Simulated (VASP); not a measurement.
# TiB2 (P6/mmm) in VASP: notebook

TiB2 is run at these levels: PBE; tasks: relaxation of cell and atoms, relaxation of shape and atoms at fixed volume.

All numbers are computed with VASP 6.6.1; they aren't measurements. Logs are shortened: lines on timing, memory, paths and dates and some standing lists are left out, and cuts for length are marked.

## Step 1: The cell of the first run

Symmetry: P6/mmm, No. 191, hexagonal system. Conventional cell: a = 3.032 Å, b = 3.032 Å, c = 3.223 Å, α = 90.00°, β = 90.00°, γ = 120.00°. Ti (site symmetry 6/mmm) has 12 B at 2.38 Å and 6 Ti at 3.03 Å within 3.1 Å. Within 2.3 Å of B (site symmetry -6m2) lie 3 B at 1.75 Å.

## Step 2: Relaxation of cell and atoms, PBE

The input, INCAR:

```
SYSTEM = TiB2
ALGO = Normal ; EDIFF = 1E-7
EDIFFG = -0.001 ; ENCUT = 600
GGA = PE ; IBRION = 2
ISIF = 3 ; ISMEAR = -1
LASPH = .True. ; LCHARG = .False.
LREAL = .False. ; LWAVE = .False.
NELM = 100 ; NSW = 80
PREC = Accurate ; SIGMA = 0.15
```

The input, KPOINTS:

```
k-points
0
Gamma
  15 15 14
  0 0 0
```

The input, POSCAR:

```
TiB2
1.0
    3.0321013830      0.0000000000      0.0000000000
   -1.5160506915      2.6258768246      0.0000000000
    0.0000000000      0.0000000000      3.2234109036
Ti B
1 2
Direct
    0.0000000000      0.0000000000      0.0000000000
    0.3333333333      0.6666666667      0.5000000000
    0.6666666667      0.3333333333      0.5000000000
```

Potentials or basis: VASP PAW PBE potentials, release 64 (Ti_sv, B).

On the command line:

```sh
> cat potpaw_PBE.64/Ti_sv/POTCAR potpaw_PBE.64/B/POTCAR > POTCAR
> mpirun -np 1 vasp_std > vasp.out
```

OUTCAR:

```text
SYSTEM = TiB2
   EDIFF = 1E-7
   EDIFFG = -0.001
   ENCUT = 600
   GGA = PE
   IBRION = 2
   ISIF = 3
   ISMEAR = -1
   LASPH = .True.
   LREAL = .False.
   NELM = 100
   NSW = 80
   PREC = Accurate

 ion  position               nearest neighbor table
   1  0.000  0.000  0.000-   2 2.38   3 2.38   2 2.38   3 2.38   3 2.38   3 2.38   2 2.38   2 2.38
                             3 2.38   3 2.38   2 2.38   2 2.38
   2  0.333  0.667  0.500-   3 1.75   3 1.75   3 1.75   1 2.38   1 2.38   1 2.38   1 2.38   1 2.38
                             1 2.38
   3  0.667  0.333  0.500-   2 1.75   2 1.75   2 1.75   1 2.38   1 2.38   1 2.38   1 2.38   1 2.38
                             1 2.38

  LATTYP: Found a hexagonal cell.
 ALAT       =     3.0321013830
 C/A-ratio  =     1.0630946978

  Lattice vectors:

 A1 = (   3.0321013830,   0.0000000000,   0.0000000000)
 A2 = (  -1.5160506915,   2.6258768246,   0.0000000000)
 A3 = (   0.0000000000,   0.0000000000,   3.2234109036)

Analysis of symmetry for initial positions (statically):
=====================================================================
 Subroutine PRICEL returns:
 Original cell was already a primitive cell.

 Routine SETGRP: Setting up the symmetry group for a
 hexagonal supercell.

 Subroutine GETGRP returns: Found 24 space group operations
 (whereof 24 operations were pure point group operations)
 out of a pool of 24 trial point group operations.

The static configuration has the point symmetry D_6h.

Analysis of symmetry for dynamics (positions and initial velocities):
=====================================================================
 Subroutine PRICEL returns:
 Original cell was already a primitive cell.

 Routine SETGRP: Setting up the symmetry group for a
 hexagonal supercell.

 Subroutine GETGRP returns: Found 24 space group operations
 (whereof 24 operations were pure point group operations)
 out of a pool of 24 trial point group operations.

The dynamic configuration has the point symmetry D_6h.

 Subroutine INISYM returns: Found 24 space group operations
 (whereof 24 operations are pure point group operations),
 and found     1 'primitive' translations

----------------------------------------------------------------------------------------

                                     Primitive cell

  volume of cell :      25.6646

  direct lattice vectors                    reciprocal lattice vectors
     3.032101383  0.000000000  0.000000000     0.329804276  0.190412587  0.000000000
    -1.516050692  2.625876825  0.000000000     0.000000000  0.380825175  0.000000000
[... 103 lines left out ...]
   EFERMI_NEDOS =   21; number of points for ismear=-14 and -15
   IALGO  =     38    algorithm
   IMIX   =      4    mixing-type and parameters
     AMIX     =   0.40;   BMIX     =  1.00
     AMIX_MAG =   1.60;   BMIX_MAG =  1.00
  volume/ion in A,a.u.               =       8.55        57.73
  Fermi-wavevector in a.u.,A,eV,Ry     =   1.454525  2.748653 28.785056  2.115642
  Thomas-Fermi vector in A             =   2.571665
   LORBIT       =      0    0 simple, 1 ext, 2 COOP (PROOUT), +10 PAW based schemes
   GGA     = PE    functional components
   LHFCALC =     F    Hartree Fock is set to
   AEXX    =    0.0000 exact exchange contribution
   IVDW    =     0    specifies the selected vdW correction
   LEPSILON=     F    determine dielectric tensor
   LRPA    =     F    only Hartree local field effects (RPA)
 conjugate gradient relaxation of ions
 non-spin polarized calculation
  energy-cutoff  :      600.00
  volume of cell :       25.66
 maximum number of plane-waves:       876
   NGX = 13   NGY = 13   NGZ = 13

--------------------------------------- Ionic step        1  -------------------------------------------

 number of electron      18.0000002 magnetization

 Free energy of the ion-electron system (eV)
  ---------------------------------------------------
  ext. energy  EPLUGINS =         0.00000000
  ---------------------------------------------------
  free energy    TOTEN  =       -24.44562057 eV

  energy without entropy =      -24.41471219  energy(sigma->0) =      -24.43016638

------------------------ aborting loop because EDIFF is reached ----------------------------------------

  FORCE on cell =-STRESS in cart. coord.  units (eV):
  Direction    XX          YY          ZZ          XY          YZ          ZX
  --------------------------------------------------------------------------------------
  -------------------------------------------------------------------------------------
  Total        0.0539429      0.0539429      0.0459233      0.0000000     -0.0000000      0.0000000
  in kB        3.3675262      3.3675262      2.8668806      0.0000000     -0.0000000      0.0000000
  external PRESSURE =       3.2006443 kB  Pullay stress =       0.0000000 kB
[... 209 lines left out ...]
--------------------------------------- Ionic step        7  -------------------------------------------

 number of electron      18.0000002 magnetization

 Free energy of the ion-electron system (eV)
  ---------------------------------------------------
  ext. energy  EPLUGINS =         0.00000000
  ---------------------------------------------------
  free energy    TOTEN  =       -24.44564861 eV

  energy without entropy =      -24.41467907  energy(sigma->0) =      -24.43016384

 E-fermi :   9.9757     XC(G=0): -12.7612

 val. band max:        9.9677078870   @ k =   0.2667   0.2000   0.0000
 cond. band min:      10.0117753174   @ k =   0.2000   0.2000   0.1429
 fundamental gap:      0.0440674304
 Fermi energy:         9.9756942079

 k-point     1 :       0.0000    0.0000    0.0000
  band No.  band energies     occupation
      1     -46.9720      2.00000
      2     -23.3226      2.00000
      3     -23.0125      2.00000
      4     -23.0125      2.00000
      5      -3.5130      2.00000
      6       7.3688      2.00000
      7       7.3688      2.00000
      8       7.6818      2.00000
      9       7.8801      2.00000
     10      11.8706      0.00001
     11      11.8706      0.00001
     12      13.6418      0.00000
     13      13.6418      0.00000
[... 354 lines left out ...]
  band No.  band energies     occupation
      1     -46.9143      2.00000
      2     -23.3637      2.00000
      3     -23.2492      2.00000
      4     -23.1926      2.00000
      5       1.0693      2.00000
      6       1.1901      2.00000
      7       4.1365      2.00000
      8       7.2845      2.00000
      9       9.3919      1.96000
     10       9.9419      1.11231
     11      11.9676      0.00000
     12      12.6467      0.00000
     13      15.6751      0.00000

 [... further k-points ...]
[... 5 lines left out ...]
  --------------------------------------------------------------------------------------
  -------------------------------------------------------------------------------------
  Total       -0.0012720     -0.0012720     -0.0002905      0.0000000     -0.0000000     -0.0000000
  in kB       -0.0793098     -0.0793098     -0.0181109      0.0000000     -0.0000000     -0.0000000
  external PRESSURE =      -0.0589102 kB  Pullay stress =       0.0000000 kB
[... 18 lines left out ...]
  FREE ENERGIE OF THE ION-ELECTRON SYSTEM (eV)
  ---------------------------------------------------
  free  energy   TOTEN  =       -24.4456486060 eV

  energy  without entropy=      -24.4146790701  energy(sigma->0) =      -24.43016384

 reached required accuracy - stopping structural energy minimisation
```

Wall time 1.8 min (1 thread of Intel Xeon Platinum 8488C (Sapphire Rapids), shared host); peak memory 0.23 GiB.

Results:

* Free energy: -24.4456 eV
* Relaxed volume: 8.57 Å³/atom
* Relaxed cell: a = 3.033 Å, b = 3.033 Å, c = 3.225 Å, α = 90.00°, β = 90.00°, γ = 120.00°
* Space group after relaxing (to 0.05 Å): P6/mmm (No. 191)
* Energy gained by relaxing: 0.0 meV/atom
* Ionic steps: 7
* Pressure after relaxing: 0.0 GPa
* Band gap on the k mesh: zero (band 9 reaches 10.38 eV, above the bottom of band 10 at 9.79 eV)

Final structure:
```
Ti B
1.0
     3.03330    0.00000    0.00000
    -1.51665    2.62692    0.00000
     0.00000    0.00000    3.22480
Ti B
1 2
Cartesian
  0.0000 0.0000 0.0000
  0.0000 1.7513 1.6124
  1.5167 0.8756 1.6124
```

## Step 3: Relaxation of shape and atoms at fixed volume, PBE (volume scaled by 0.94)

The input, INCAR:

```
PREC     = Accurate       # precision mode
ENCUT    = 600            # plane-wave cutoff, eV
EDIFF    = 1E-6           # SCF threshold, eV
ISMEAR   = 0              # smearing method
SIGMA    = 0.1            # smearing width, eV
LREAL    = False          # projectors in reciprocal space
LASPH    = True           # aspherical terms in the spheres
NELM     = 60             # most SCF steps
ALGO     = Normal         # electronic algorithm
ISIF     = 4              # what is computed and relaxed
LWAVE    = False          # write WAVECAR
LCHARG   = False          # write CHGCAR
GGA      = PE             # functional
IBRION   = 2              # ionic algorithm
NSW      = 50             # ionic steps
EDIFFG   = -0.01          # ionic threshold
```

The input, KPOINTS:

```
regular mesh
0
Gamma
  15 15 14
```

The input, POSCAR:

```
TiB2
1.0
    2.9743361514      0.0000000000      0.0000000000
   -1.4871680757      2.5758506665      0.0000000000
    0.0000000000      0.0000000000      3.1488419441
Ti B
1 2
Direct
    0.0000000000      0.0000000000      0.0000000000
    0.3333333333      0.6666666667      0.5000000000
    0.6666666667      0.3333333333      0.5000000000
```

Potentials or basis: VASP PAW PBE potentials, release 64 (Ti_sv, B).

On the command line:

```sh
> cat potpaw_PBE.64/Ti_sv/POTCAR potpaw_PBE.64/B/POTCAR > POTCAR
> mpirun -np 1 vasp_std > vasp.out
```

Run time: 1.9 min. Hardware: 1 thread of Intel Xeon 8259CL, shared host; peak memory 0.22 GiB.

The run converged. Its results:

```yaml
Free_energy: -24.3493 eV
Energy_gained_by_relaxing: 0.1 meV/atom
Ionic_steps: 2
Pressure_after_relaxing: 17.7 GPa
Band_gap_on_the_k_mesh: zero (band 9 reaches 11.08 eV, above the bottom of band 10 at 10.43 eV)
```

Stress tensor (GPa, compression positive):
```
17.62  0.00  0.00
 0.00 17.62  0.00
 0.00  0.00 17.74
```

Step by step:
| step | energy change (eV) | largest force (eV/Å) | pressure (GPa) | volume (Å³) |
| --- | --- | --- | --- | --- |
| 1 | 0.0000 | 0.0000 | 17.83 | 24.12 |
| 2 | -0.0003 | 0.0000 | 17.66 | 24.12 |

Final structure:
```
Ti B
1.0
     2.97856    0.00000    0.00000
    -1.48928    2.57951    0.00000
     0.00000    0.00000    3.13992
Ti B
1 2
Direct
  0.00000 0.00000 0.00000
  0.33333 0.66667 0.50000
  0.66667 0.33333 0.50000
```

Levels at points of the mesh, in eV from the Fermi level:
| k point | band 7 | band 8 | band 9 | band 10 | band 11 | band 12 |
| --- | --- | --- | --- | --- | --- | --- |
| (0.00, 0.00, 0.00) | -2.84 | -2.27 | -2.25 | 2.05 | 2.05 | 3.99 |
| (0.00, 0.00, 0.50) | -0.63 | -0.63 | -0.29 | -0.29 | 0.44 | 0.44 |

Caveat: the cell differs from its parent crystal (volume scaled by 0.94).

## Step 4: Relaxation of shape and atoms at fixed volume, PBE (volume scaled by 0.97)

The input, INCAR:

```
  PREC = Accurate
  ENCUT = 600
  EDIFF = 1E-7
  ISMEAR = 0
  SIGMA = 0.1
  LREAL = False
  LASPH = True
  NELM = 60
  ALGO = Normal
  ISIF = 4
  LWAVE = False
  LCHARG = False
  GGA = PE
  IBRION = 2
  NSW = 50
  EDIFFG = -0.01
```

The input, KPOINTS:

```
Automatic mesh
0
Gamma
  15 15 14
```

The input, POSCAR:

```
TiB2
1.0
    3.0014720022      0.0000000000      0.0000000000
   -1.5007360011      2.5993510027      0.0000000000
    0.0000000000      0.0000000000      3.1908489713
Ti B
1 2
Direct
    0.0000000000      0.0000000000      0.0000000000
    0.3333333333      0.6666666667      0.5000000000
    0.6666666667      0.3333333333      0.5000000000
```

On the command line:

```sh
> cat potpaw_PBE.64/Ti_sv/POTCAR potpaw_PBE.64/B/POTCAR > POTCAR
> mpirun -np 1 vasp_std > vasp.out
```

Run time: 2.2 min. Hardware: 1 thread of Intel Xeon 8259CL, shared host; peak memory 0.22 GiB.

Results (log left out):

| Item | Value |
| --- | --- |
| Free energy | -24.4117 eV |
| Energy gained by relaxing | 0.1 meV/atom |
| Ionic steps | 2 |
| Pressure after relaxing | 8.3 GPa |
| Band gap on the k mesh | zero (band 9 reaches 10.73 eV, above the bottom of band 10 at 10.11 eV) |

Stress tensor (GPa, compression positive):
```
8.24 0.00 0.00
0.00 8.24 0.00
0.00 0.00 8.35
```

Step by step:
```tsv
step	energy change (eV)	largest force (eV/Å)	pressure (GPa)	volume (Å³)
1	0.0000	0.0000	8.43	24.89
2	-0.0004	0.0000	8.28	24.89
```

Final structure:
```xyz
3
Lattice="3.0058 0.0000 0.0000 -1.5029 2.6031 0.0000 0.0000 0.0000 3.1817" Properties=species:S:1:pos:R:3 pbc="T T T"
Ti    0.0000    0.0000    3.1817
B     0.0000    1.7354    1.5909
B     1.5029    0.8677    1.5909
```

Levels at points of the mesh, in eV from the Fermi level:
```tsv
k point	band 5	band 6	band 7	band 8	band 9	band 10	band 11	band 12	band 13
(0.00, 0.00, 0.00)	-13.69	-2.74	-2.74	-2.29	-2.20	1.95	1.95	3.81	3.81
(0.00, 0.00, 0.50)	-11.66	-7.76	-0.61	-0.61	-0.26	-0.26	0.43	0.43	1.77
```

Caveat: the cell differs from its parent crystal (volume scaled by 0.97).

## Step 5: Relaxation of shape and atoms at fixed volume, PBE (volume scaled by 1.03)

The input, INCAR:

```
SYSTEM = TiB2
  ALGO = Normal
  EDIFF = 1E-6
  EDIFFG = -0.01
  ENCUT = 600
  GGA = PE
  IBRION = 2
  ISIF = 4
  ISMEAR = 0
  LASPH = .True.
  LCHARG = .False.
  LREAL = .False.
  LWAVE = .False.
  NELM = 80
  NSW = 50
  PREC = Accurate
  SIGMA = 0.1
```

The input, KPOINTS:

```
k-points
0
Gamma
  15 15 14
  0 0 0
```

The input, POSCAR:

```
TiB2
1.0
    3.0621241413      0.0000000000      0.0000000000
   -1.5310620707      2.6518772959      0.0000000000
    0.0000000000      0.0000000000      3.2553279388
Ti B
1 2
Direct
    0.0000000000      0.0000000000      0.0000000000
    0.3333333333      0.6666666667      0.5000000000
    0.6666666667      0.3333333333      0.5000000000
```

Potentials or basis: VASP PAW PBE potentials, release 64 (Ti_sv, B).

On the command line:

```sh
> cat potpaw_PBE.64/Ti_sv/POTCAR potpaw_PBE.64/B/POTCAR > POTCAR
> mpirun -np 1 vasp_std > vasp.out
```

OUTCAR:

```text
SYSTEM = TiB2
   EDIFF = 1E-6
   EDIFFG = -0.01
   ENCUT = 600
   GGA = PE
   IBRION = 2
   ISIF = 4
   ISMEAR = 0
   LASPH = .True.
   LREAL = .False.
   NELM = 80
   NSW = 50
   PREC = Accurate

 ion  position               nearest neighbor table
   1  0.000  0.000  0.000-   2 2.40   3 2.40   2 2.40   3 2.40   3 2.40   3 2.40   2 2.40   2 2.40
                             3 2.40   3 2.40   2 2.40   2 2.40
   2  0.333  0.667  0.500-   3 1.77   3 1.77   3 1.77   1 2.40   1 2.40   1 2.40   1 2.40   1 2.40
                             1 2.40
[... 634 lines left out ...]
  --------------------------------------------------------------------------------------
  -------------------------------------------------------------------------------------
  Total       -1.1250754     -1.1250754     -1.1272188      0.0000000      0.0000000      0.0000000
  in kB      -68.1900904    -68.1900904    -68.3199946      0.0000000      0.0000000      0.0000000
  external PRESSURE =     -68.2333918 kB  Pullay stress =       0.0000000 kB

 VOLUME and BASIS-vectors are now :
 -----------------------------------------------------------------------------
  energy-cutoff  :      600.00
  volume of cell :       26.43
      direct lattice vectors                 reciprocal lattice vectors
     3.057851992  0.000000000  0.000000000     0.327026947  0.188809096  0.000000000
    -1.528925996  2.648177506  0.000000000    -0.000000000  0.377618191  0.000000000
    -0.000000000 -0.000000000  3.264430382    -0.000000000 -0.000000000  0.306332157

 POSITION                                       TOTAL-FORCE (eV/Angst)
 -----------------------------------------------------------------------------------
     -0.00000      0.00000      0.00000         0.000000      0.000000     -0.000000
     -0.00000      1.76545      1.63222        -0.000000     -0.000000     -0.000000
      1.52893      0.88273      1.63222         0.000000     -0.000000      0.000000
 -----------------------------------------------------------------------------------
    total drift:                               -0.000000      0.000000     -0.000000

  FREE ENERGIE OF THE ION-ELECTRON SYSTEM (eV)
  ---------------------------------------------------
  free  energy   TOTEN  =       -24.4163489271 eV

  energy  without entropy=      -24.4144085794  energy(sigma->0) =      -24.41537875

 reached required accuracy - stopping structural energy minimisation
```

Run time: 2.2 min. Hardware: 1 thread of Intel Xeon 8259CL, shared host; peak memory 0.23 GiB.

What came out:

* Free energy: -24.4163 eV
* Energy gained by relaxing: 0.1 meV/atom
* Ionic steps: 2
* Pressure after relaxing: -6.8 GPa
* Band gap on the k mesh: zero (band 9 reaches 10.07 eV, above the bottom of band 10 at 9.51 eV)

The path:
| step | energy change (eV) | largest force (eV/Å) | pressure (GPa) | volume (Å³) |
| --- | --- | --- | --- | --- |
| 1 | 0.0000 | 0.0000 | -6.95 | 26.43 |
| 2 | -0.0004 | 0.0000 | -6.82 | 26.43 |

Final structure:
```
Ti B
1.0
     3.05785    0.00000    0.00000
    -1.52893    2.64818    0.00000
     0.00000    0.00000    3.26443
Ti B
1 2
Direct
  0.00000 0.00000 0.00000
  0.33333 0.66667 0.50000
  0.66667 0.33333 0.50000
```

Caveat: the cell differs from its parent crystal (volume scaled by 1.03).

## Step 6: Relaxation of shape and atoms at fixed volume, PBE (volume scaled by 1.06)

The input, INCAR:

```
SYSTEM = TiB2
PREC = Accurate
ENCUT = 600
EDIFF = 1E-6
ISMEAR = 0
SIGMA = 0.1
LREAL = .False.
LASPH = .True.
NELM = 80
ALGO = Normal
ISIF = 4
LWAVE = .False.
LCHARG = .False.
GGA = PE
IBRION = 2
NSW = 50
EDIFFG = -0.01
```

The input, KPOINTS:

```
regular mesh
0
Gamma
  15 15 14
  0 0 0
```

The input, POSCAR:

```
TiB2
1.0
    3.0873956440      0.0000000000      0.0000000000
   -1.5436978220      2.6737630592      0.0000000000
    0.0000000000      0.0000000000      3.2955233930
Ti B
1 2
Direct
    0.0000000000      0.0000000000      0.0000000000
    0.3333333333      0.6666666667      0.5000000000
    0.6666666667      0.3333333333      0.5000000000
```

Potentials or basis: VASP PAW PBE potentials, release 64 (Ti_sv, B).

On the command line:

```sh
> cat potpaw_PBE.64/Ti_sv/POTCAR potpaw_PBE.64/B/POTCAR > POTCAR
> mpirun -np 1 vasp_std > vasp.out
```

Run time: 3.4 min. Hardware: 1 thread of Intel Xeon 8259CL, shared host; peak memory 0.24 GiB.

The run converged. Its results:

```yaml
Free_energy: -24.3693 eV
Energy_gained_by_relaxing: 0.1 meV/atom
Ionic_steps: 2
Pressure_after_relaxing: -12.9 GPa
Band_gap_on_the_k_mesh: zero (band 9 reaches 9.77 eV, above the bottom of band 10 at 9.20 eV)
```

Step by step:
```
step  energy change (eV)  largest force (eV/Å)  pressure (GPa)  volume (Å³)
   1              0.0000                0.0000          -12.99        27.20
   2             -0.0004                0.0000          -12.86        27.20
```

Final structure:
```
Ti B
1.0
     3.08308    0.00000    0.00000
    -1.54154    2.67003    0.00000
     0.00000    0.00000    3.30475
Ti B
1 2
Direct
  0.00000 0.00000 0.00000
  0.33333 0.66667 0.50000
  0.66667 0.33333 0.50000
```

Levels at points of the mesh, in eV from the Fermi level:
```
           k point  band 6  band 7  band 8  band 9  band 10  band 11  band 12  band 13
(0.00, 0.00, 0.00)   -2.47   -2.47   -2.38   -2.02     1.70     1.70     3.33     3.33
(0.00, 0.00, 0.50)   -7.39   -0.56   -0.56   -0.16    -0.16     0.38     0.38     1.41
```

Caveat: the cell differs from its parent crystal (volume scaled by 1.06).

## Step 7: Summary

```csv
task,cell,smearing,gap on the mesh (eV),pressure (GPa)
relaxation of cell and atoms,"relaxed from a = 3.032, b = 3.032, c = 3.223 Å, angles 90.0, 90.0, 120.0°, 3 atoms",fermi-dirac 0.15 eV,none,0.0
relaxation of shape and atoms at fixed volume,"relaxed from a = 2.974, b = 2.974, c = 3.149 Å, angles 90.0, 90.0, 120.0°, 3 atoms",gaussian 0.1 eV,none,17.7
relaxation of shape and atoms at fixed volume,"relaxed from a = 3.001, b = 3.001, c = 3.191 Å, angles 90.0, 90.0, 120.0°, 3 atoms",gaussian 0.1 eV,none,8.3
relaxation of shape and atoms at fixed volume,"relaxed from a = 3.062, b = 3.062, c = 3.255 Å, angles 90.0, 90.0, 120.0°, 3 atoms",gaussian 0.1 eV,none,-6.8
relaxation of shape and atoms at fixed volume,"relaxed from a = 3.087, b = 3.087, c = 3.296 Å, angles 90.0, 90.0, 120.0°, 3 atoms",gaussian 0.1 eV,none,-12.9
```

Alike in all rows: level PBE; potentials or basis VASP PAW PBE potentials, release 64 (Ti_sv, B); no spin polarisation; k mesh 15 × 15 × 14; cutoff (eV) 600.

Absolute energies hang on the potentials; compare differences alone.
